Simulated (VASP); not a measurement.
Mg8H: relaxation of cell and atoms with PBE

Crystal: Mg8H.

```
Mg H
1.0
    -3.61457    3.61457    3.51368
     3.61457   -3.61457    3.51368
     3.61457    3.61457   -3.51368
Mg H
8 1
Cartesian
  0.0000 0.0000 0.0000
  1.8073 1.8073 -1.7568
  1.8073 -1.8073 1.7568
  3.6146 0.0000 0.0000
  -1.8073 1.8073 1.7568
  0.0000 3.6146 0.0000
  0.0000 0.0000 3.5137
  1.8073 1.8073 1.7568
  1.8073 0.0000 0.8784
```

* Program: VASP 6.6.1
* Task: relaxation of cell and atoms
* Functional: PBE
* Potentials or basis: VASP PAW PBE potentials, release 64 (Mg, H)
* Cutoff: 600 eV
* k mesh: 4 × 4 × 4
* Occupations: gaussian, width 0.1 eV
* Spin: no spin polarisation
* Dipole correction: no
* Further INCAR settings: ALGO = Normal; EDIFF = 1e-06; IBRION = 2; EDIFFG = -0.0325; NSW = 90; ISIF = 3

```yaml
Relaxed_volume: 20.84 Å³/atom
Relaxed_cell: a = 6.250 Å, b = 6.250 Å, c = 6.250 Å, α = 110.98°, β = 110.98°, γ = 106.49°
Space_group_after_relaxing_to_0.05_Å: I-4m2 (No. 119)
Energy_gained_by_relaxing: 18.7 meV/atom
Ionic_steps: 22
Pressure_after_relaxing: 0.0 GPa
Largest_force_after_relaxing: 0.010 eV/Å
```

Forces on the atoms (eV/Å):
```
Mg  -0.005  0.000 -0.004
Mg   0.000 -0.003  0.010
Mg   0.000 -0.005  0.004
Mg   0.005  0.000 -0.004
Mg   0.000  0.003  0.010
Mg  -0.003  0.000 -0.010
Mg   0.003  0.000 -0.010
Mg   0.000  0.005  0.004
H    0.000  0.000  0.000
```

Step by step:
| step | energy change (eV) | largest force (eV/Å) | pressure (GPa) | volume (Å³) |
| --- | --- | --- | --- | --- |
| 1 | 0.0000 | 0.1707 | 0.46 | 183.63 |
| 2 | -0.0154 | 0.1218 | 0.10 | 185.18 |
| 3 | -0.0275 | 0.0648 | -0.59 | 188.51 |
| 4 | -0.0410 | 0.0972 | -0.42 | 187.57 |
| 5 | -0.0602 | 0.2325 | 0.19 | 184.82 |
| 6 | -0.0762 | 0.1953 | 0.27 | 184.76 |
| 7 | -0.0855 | 0.1388 | 0.38 | 184.60 |
| 8 | -0.0947 | 0.0912 | -0.08 | 186.92 |
| 9 | -0.0957 | 0.0730 | -0.28 | 188.00 |
| 10 | -0.1012 | 0.0590 | -0.13 | 187.21 |
| 11 | -0.1042 | 0.0967 | 0.09 | 186.13 |
| 12 | -0.1098 | 0.0980 | 0.09 | 186.07 |
| 13 | -0.1231 | 0.0996 | 0.09 | 185.89 |
| 14 | -0.1294 | 0.1034 | 0.17 | 185.46 |
| 15 | -0.1310 | 0.0954 | 0.12 | 185.62 |
| 16 | -0.1376 | 0.0797 | 0.07 | 185.98 |
| 17 | -0.1526 | 0.0807 | -0.09 | 187.07 |
| 18 | -0.1532 | 0.0948 | -0.34 | 189.27 |
| 19 | -0.1586 | 0.0878 | -0.22 | 188.11 |
| 20 | -0.1667 | 0.0303 | 0.09 | 186.75 |
| 21 | -0.1672 | 0.0259 | 0.19 | 186.33 |
| 22 | -0.1683 | 0.0102 | -0.05 | 187.60 |

Final structure:
```
CELL_PARAMETERS angstrom
-3.54105 3.54105 3.74035
3.54105 -3.54105 3.74035
3.54105 3.54105 -3.74035
ATOMIC_POSITIONS crystal
Mg 0.97118 0.99283 0.02165
Mg 0.99899 0.97260 0.52639
Mg 0.05047 0.52882 0.02165
Mg 0.97118 0.44953 0.47835
Mg 0.44621 0.97260 0.97361
Mg 0.52740 0.05379 0.52639
Mg 0.52740 0.50101 0.97361
Mg 0.50717 0.52882 0.47835
H 0.12500 0.37500 0.25000
```

Levels at points of the mesh, in eV from the Fermi level:
| k point | band 5 | band 6 | band 7 | band 8 | band 9 | band 10 | band 11 | band 12 |
| --- | --- | --- | --- | --- | --- | --- | --- | --- |
| (0.00, 0.00, 0.00) | -1.53 | -1.42 | -1.25 | -1.23 | -1.17 | -1.08 | -1.08 | -0.73 |
| (0.50, 0.00, 0.00) | -2.57 | -2.48 | -1.13 | -0.37 | 0.11 | 0.43 | 1.56 | 2.22 |
| (0.50, 0.50, 0.00) | -2.80 | -2.76 | -0.94 | 0.04 | 0.64 | 0.70 | 1.50 | 2.47 |
| (0.50, 0.50, 0.50) | -3.90 | -3.90 | -0.69 | 1.02 | 1.21 | 1.23 | 1.24 | 1.24 |

It took 5.3 min on 1 thread of Intel(R) Xeon(R) 6975P-C (Granite Rapids) (shared host), peak memory 0.37 GiB.

Caveat: the bands computed are all filled at some k points, so no gap is given.
